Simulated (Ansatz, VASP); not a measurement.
# Two plane-wave programs on AlSn

```
Sn Al
1.0
     4.19811    0.00000    0.00000
    -2.09905    3.63567    0.00000
     0.00000    0.00000    3.30685
Sn Al
1 1
Direct
  0.33333 0.66667 0.50000
  0.00000 0.00000 0.00000
```

Alike in both runs: functional PBEsol; k mesh 7 × 7 × 8; occupations fermi-dirac, width 0.05 eV; no spin polarisation.

```csv
,VASP,Ansatz
version,VASP 6.6.1,Ansatz 0.2.0
potentials or method,"VASP PAW PBE potentials, release 64 (Sn_d, Al)",Ansatz PAW
plane-wave cutoff (eV),520,420
valence electrons in the cell,17,17
task,single point,band structure
```

```tsv
	VASP	Ansatz	Ansatz less VASP
gap on the k mesh at the Fermi level (eV)	none	none	-
pressure (GPa)	-1.8	-1.8	+0.04
traceless stress, the component that is largest in VASP (GPa)	0.12	0.12	-0.001
```

VASP's potentials were made for PBE, not for PBEsol. A gap of «none» marks a metal or a gap that the smearing closes.
